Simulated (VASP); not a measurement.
# AgCl in VASP: notebook

Runs on AgCl. Level: PBEsol. Tasks: single point.

Everything below comes from runs of VASP 6.6.1. Logs are shortened: lines on timing, memory, paths and dates and some standing lists are left out, and cuts for length are marked.

## 1. The cell of the first run

Symmetry: R-3m, No. 166, trigonal system. The conventional cell has a = 4.627 Å, b = 4.627 Å, c = 5.821 Å, α = 90.00°, β = 90.00°, γ = 120.00°. Within 3.7 Å of Ag (site symmetry -3m) lie 8 Cl at 2.84 to 2.91 Å and 6 Ag at 3.30 Å. Within 3.7 Å of Cl (site symmetry -3m) lie 8 Ag at 2.84 to 2.91 Å and 6 Cl at 3.30 Å.

## 2. Single point, PBEsol

File INCAR:

```
SYSTEM = AgCl
PREC = Accurate
ENCUT = 520
EDIFF = 1E-7
ISMEAR = 0
SIGMA = 0.05
LREAL = .FALSE.
LASPH = .TRUE.
NELM = 60
ALGO = Normal
ISIF = 2
LWAVE = .FALSE.
LCHARG = .FALSE.
GGA = PS
NBANDS = 16
```

File KPOINTS:

```
Automatic mesh
0
G
  12 12 12
  0 0 0
```

File POSCAR:

```
AgCl
1.0
    3.3015175441      0.0295567128      0.0295567128
    0.0295567128      3.3015175441      0.0295567128
    0.0295567128      0.0295567128      3.3015175441
Ag Cl
1 1
Direct
    0.0000000000      0.0000000000      0.0000000000
    0.5000000000      0.5000000000      0.5000000000
```

Potentials or basis: VASP PAW PBE potentials, release 64 (Ag, Cl).

Started as:

```bash
> cat potpaw_PBE.64/Ag/POTCAR potpaw_PBE.64/Cl/POTCAR > POTCAR
> mpirun -np 1 vasp_std > vasp.out
```

OUTCAR:

```text
SYSTEM = AgCl
   PREC = Accurate
   ENCUT = 520
   EDIFF = 1E-7
   ISMEAR = 0
   LREAL = .FALSE.
   LASPH = .TRUE.
   NELM = 60
   ISIF = 2
   GGA = PS

 ion  position               nearest neighbor table
   1  0.000  0.000  0.000-   2 2.84   2 2.84   2 2.84   2 2.84   2 2.84   2 2.84   2 2.91   2 2.91

   2  0.500  0.500  0.500-   1 2.84   1 2.84   1 2.84   1 2.84   1 2.84   1 2.84   1 2.91   1 2.91

  LATTYP: Found a trigonal (rhomboedric) cell.
 ALAT       =     3.3017821389
 COS(alpha) =     0.0179821896

  Lattice vectors:

 A1 = (   3.3015175441,   0.0295567128,   0.0295567128)
 A2 = (   0.0295567128,   3.3015175441,   0.0295567128)
 A3 = (   0.0295567128,   0.0295567128,   3.3015175441)

Analysis of symmetry for initial positions (statically):
=====================================================================
 Subroutine PRICEL returns:
 Original cell was already a primitive cell.

 Routine SETGRP: Setting up the symmetry group for a
 trigonal (rhombohedral) supercell.

 Subroutine GETGRP returns: Found 12 space group operations
 (whereof 12 operations were pure point group operations)
 out of a pool of 12 trial point group operations.

The static configuration has the point symmetry D_3d.

Analysis of symmetry for dynamics (positions and initial velocities):
=====================================================================
 Subroutine PRICEL returns:
 Original cell was already a primitive cell.

 Routine SETGRP: Setting up the symmetry group for a
 trigonal (rhombohedral) supercell.

 Subroutine GETGRP returns: Found 12 space group operations
 (whereof 12 operations were pure point group operations)
 out of a pool of 12 trial point group operations.

The dynamic configuration has the point symmetry D_3d.

 Subroutine INISYM returns: Found 12 space group operations
 (whereof 12 operations are pure point group operations),
 and found     1 'primitive' translations

----------------------------------------------------------------------------------------

                                     Primitive cell

  volume of cell :      35.9780

  direct lattice vectors                    reciprocal lattice vectors
     3.301517544  0.029556713  0.029556713     0.302939143 -0.002687987 -0.002687987
     0.029556713  3.301517544  0.029556713    -0.002687987  0.302939143 -0.002687987
     0.029556713  0.029556713  3.301517544    -0.002687987 -0.002687987  0.302939143

  length of vectors
     3.301782139  3.301782139  3.301782139     0.302962993  0.302962993  0.302962993

  position of ions in fractional coordinates (direct lattice)
     0.000000000  0.000000000  0.000000000
     0.500000000  0.500000000  0.500000000

  ion indices of the primitive-cell ions
   primitive index   ion index
                 1           1
                 2           2

----------------------------------------------------------------------------------------

 KPOINTS: Automatic mesh

Automatic generation of k-mesh.
 Grid dimensions read from file:
 generate k-points for:   12   12   12

 Generating k-lattice:

  Cartesian coordinates                     Fractional coordinates (reciprocal lattice)
     0.025244929 -0.000223999 -0.000223999     0.083333333 -0.000000000  0.000000000
    -0.000223999  0.025244929 -0.000223999    -0.000000000  0.083333333  0.000000000
    -0.000223999 -0.000223999  0.025244929     0.000000000  0.000000000  0.083333333

  Length of vectors
     0.025246916  0.025246916  0.025246916

  Shift w.r.t. Gamma in fractional coordinates (k-lattice)
     0.000000000  0.000000000  0.000000000

 Subroutine IBZKPT returns following result:
 ===========================================

 Found    189 irreducible k-points:

 Following reciprocal coordinates:
            Coordinates               Weight
  0.000000  0.000000  0.000000      1.000000
  0.083333 -0.000000 -0.000000      6.000000
  0.166667 -0.000000 -0.000000      6.000000
  0.250000  0.000000 -0.000000      6.000000
  0.333333  0.000000  0.000000      6.000000
  0.416667 -0.000000 -0.000000      6.000000
[... 16 lines left out ...]
  0.500000  0.166667 -0.000000     12.000000
 -0.416667  0.166667  0.000000     12.000000
 [... further k-points ...]
   k-points           NKPTS =    189   k-points in BZ     NKDIM =    189   number of bands    NBANDS=     16
   number of dos      NEDOS =    301   number of ions     NIONS =      2
   total plane-waves  NPLWV =  21952
   dimension x,y,z NGX =    28 NGY =   28 NGZ =   28
   dimension x,y,z NGXF=    56 NGYF=   56 NGZF=   56
   ions per type =               1   1
   NGX,Y,Z   is equivalent  to a cutoff of  14.10, 14.10, 14.10 a.u.
   NGXF,Y,Z  is equivalent  to a cutoff of  28.20, 28.20, 28.20 a.u.
 SYSTEM =  AgCl
   PREC   = accura    normal or accurate (medium, high low for compatibility)
   ISTART =      0    job   : 0-new  1-cont  2-samecut
   ICHARG =      2    charge: 1-file 2-atom 10-const
   ISPIN  =      1    spin polarized calculation?
   LNONCOLLINEAR =      F non collinear calculations
   LSORBIT =      F    spin-orbit coupling
   LASPH  =      T    aspherical Exc in radial PAW
   ENCUT  =  520.0 eV  38.22 Ry    6.18 a.u.   6.14  6.14  6.14*2*pi/ulx,y,z
   NELM   =     60;   NELMIN=  2; NELMDL= -5     # of ELM steps
   EDIFF  = 0.1E-06   stopping-criterion for ELM
   LREAL  =      F    real-space projection
   EDIFFG = 0.1E-05   stopping-criterion for IOM
   NSW    =      0    number of steps for IOM
   IBRION =     -1    ionic relax: 0-MD 1-quasi-New 2-CG
   NFREE  =      0    steps in history (QN), initial steepest desc. (CG)
   ISIF   =      2    stress and relaxation
   ISYM   =      2    0-nonsym 1-usesym 2-fastsym
   POTIM  = 0.5000    time-step for ionic-motion
   TEBEG  =    0.0;   TEEND  =   0.0 temperature during run
   PSTRESS=    0.0 pullay stress
   NELECT =      18.0000    total number of electrons
   NUPDOWN=      -1.0000    fix difference up-down
   EMIN   =  10.00;   EMAX   =-10.00  energy-range for DOS
   EFERMI =   0.00;   METHOD = LEGACY
   ISMEAR =     0;   SIGMA  =   0.05  broadening in eV -4-tet -1-fermi 0-gaus
   EFERMI_NEDOS =   21; number of points for ismear=-14 and -15
   IALGO  =     38    algorithm
   IMIX   =      4    mixing-type and parameters
     AMIX     =   0.40;   BMIX     =  1.00
     AMIX_MAG =   1.60;   BMIX_MAG =  1.00
  volume/ion in A,a.u.               =      17.99       121.40
  Fermi-wavevector in a.u.,A,eV,Ry     =   1.299631  2.455946 22.980787  1.689040
  Thomas-Fermi vector in A             =   2.430882
   LORBIT       =      0    0 simple, 1 ext, 2 COOP (PROOUT), +10 PAW based schemes
   GGA     = PS    functional components
   LHFCALC =     F    Hartree Fock is set to
   AEXX    =    0.0000 exact exchange contribution
   IVDW    =     0    specifies the selected vdW correction
   LEPSILON=     F    determine dielectric tensor
   LRPA    =     F    only Hartree local field effects (RPA)
 non-spin polarized calculation
 Gauss-broadening in eV      SIGMA  =   0.05
  energy-cutoff  :      520.00
  volume of cell :       35.98
 maximum number of plane-waves:       982
 NGX is ok and might be reduce to    28
   NGX = 13   NGY = 13   NGZ = 13

 number of electron      18.0000004 magnetization

 Free energy of the ion-electron system (eV)
  ---------------------------------------------------
  ext. energy  EPLUGINS =         0.00000000
  ---------------------------------------------------
  free energy    TOTEN  =        -5.81674723 eV

  energy without entropy =       -5.81674723  energy(sigma->0) =       -5.81674723

 E-fermi :   5.6315     XC(G=0): -11.2545

 val. band max:        5.4290860216   @ k =   0.5000   0.0000  -0.0000
 cond. band min:       5.8386803728   @ k =   0.0000   0.0000   0.0000
 fundamental gap:      0.4095943512
 Fermi energy:         5.6314769542

 k-point     1 :       0.0000    0.0000    0.0000
  band No.  band energies     occupation
      1     -10.0156      2.00000
      2       2.0380      2.00000
      3       2.0380      2.00000
      4       3.2491      2.00000
      5       3.2491      2.00000
      6       3.2859      2.00000
[... 8 lines left out ...]
     15      19.9202      0.00000
     16      21.9960      0.00000

 k-point     2 :       0.0833   -0.0000   -0.0000
  band No.  band energies     occupation
      1      -9.9771      2.00000
      2       1.9399      2.00000
      3       2.0511      2.00000
      4       2.8967      2.00000
      5       2.9716      2.00000
      6       3.1401      2.00000
[... 8 lines left out ...]
     15      19.5713      0.00000
     16      21.9765      0.00000

 k-point     3 :       0.1667   -0.0000   -0.0000
  band No.  band energies     occupation
      1      -9.8685      2.00000
      2       1.4258      2.00000
      3       2.0864      2.00000
      4       2.5353      2.00000
      5       2.6398      2.00000
      6       2.9545      2.00000
[... 8 lines left out ...]
     15      19.1053      0.00000
     16      21.8622      0.00000

 k-point     4 :       0.2500    0.0000   -0.0000
  band No.  band energies     occupation
      1      -9.7116      2.00000
      2       0.6299      2.00000
      3       2.1240      2.00000
      4       2.2494      2.00000
      5       2.3617      2.00000
      6       3.1238      2.00000
[... 8 lines left out ...]
     15      19.4262      0.00000
     16      21.7093      0.00000
[... 324 lines left out ...]
 k-point    22 :       0.4167    0.1667   -0.0000
  band No.  band energies     occupation
      1      -9.3168      2.00000
      2      -0.2829      2.00000
      3       1.7141      2.00000
      4       2.1234      2.00000
      5       2.3644      2.00000
      6       3.2003      2.00000
[... 8 lines left out ...]
     15      20.6321      0.00000
     16      22.2621      0.00000

 k-point    23 :       0.5000    0.1667   -0.0000
  band No.  band energies     occupation
      1      -9.2683      2.00000
      2      -0.4493      2.00000
      3       1.6891      2.00000
      4       2.0847      2.00000
      5       2.3648      2.00000
      6       3.2097      2.00000
[... 8 lines left out ...]
     15      20.6218      0.00000
     16      22.5674      0.00000

 k-point    24 :      -0.4167    0.1667    0.0000
  band No.  band energies     occupation
      1      -9.3109      2.00000
      2      -0.3079      2.00000
      3       1.6838      2.00000
      4       2.1063      2.00000
      5       2.3784      2.00000
      6       3.1968      2.00000
[... 8 lines left out ...]
     15      20.5492      0.00000
     16      22.1866      0.00000

 [... further k-points ...]

------------------------ aborting loop because EDIFF is reached ----------------------------------------

  FORCE on cell =-STRESS in cart. coord.  units (eV):
  Direction    XX          YY          ZZ          XY          YZ          ZX
  --------------------------------------------------------------------------------------
  -------------------------------------------------------------------------------------
  Total        0.3990972      0.3990972      0.3990972      0.0446896      0.0446896      0.0446896
  in kB       17.7726524     17.7726524     17.7726524      1.9901226      1.9901226      1.9901226
  external PRESSURE =      17.7726524 kB  Pullay stress =       0.0000000 kB

 VOLUME and BASIS-vectors are now :
 -----------------------------------------------------------------------------
  energy-cutoff  :      520.00
  volume of cell :       35.98
      direct lattice vectors                 reciprocal lattice vectors
     3.301517544  0.029556713  0.029556713     0.302939143 -0.002687987 -0.002687987
     0.029556713  3.301517544  0.029556713    -0.002687987  0.302939143 -0.002687987
     0.029556713  0.029556713  3.301517544    -0.002687987 -0.002687987  0.302939143

 POSITION                                       TOTAL-FORCE (eV/Angst)
 -----------------------------------------------------------------------------------
      0.00000      0.00000      0.00000         0.000000      0.000000      0.000000
      1.68032      1.68032      1.68032        -0.000000     -0.000000      0.000000
 -----------------------------------------------------------------------------------
    total drift:                               -0.000000      0.000000      0.000000

  FREE ENERGIE OF THE ION-ELECTRON SYSTEM (eV)
  ---------------------------------------------------
  free  energy   TOTEN  =        -5.8167472336 eV

  energy  without entropy=       -5.8167472336  energy(sigma->0) =       -5.81674723
```

Run time: 36 s. Hardware: 1 thread of Intel Xeon 6975P-C (Granite Rapids), shared host; peak memory 0.23 GiB.

Results:

```yaml
Free_energy: -5.8167 eV
Pressure: 1.8 GPa
Band_gap_on_the_k_mesh: 0.41 eV, indirect (least direct gap 2.32 eV)
```

Levels at points of the mesh, in eV from the valence-band top:
| k point | band 7 | band 8 | band 9 | band 10 | band 11 | band 12 |
| --- | --- | --- | --- | --- | --- | --- |
| (0.00, 0.00, 0.00) | -2.04 | -2.04 | -1.91 | 0.41 | 9.08 | 9.08 |
| (0.50, 0.00, 0.00) | -1.71 | -0.13 | 0.00 | 4.69 | 5.94 | 8.72 |
| (0.50, 0.50, 0.00) | -2.49 | -1.77 | -1.22 | 2.50 | 9.08 | 9.29 |
| (0.50, 0.50, 0.50) | -0.34 | -0.19 | -0.19 | 3.97 | 4.23 | 4.23 |

Caveat: the PAW data sets were made with another functional, which shifts forces and pressure a little. A k mesh can miss the band edges.

(Continued in part 2 of 3.)
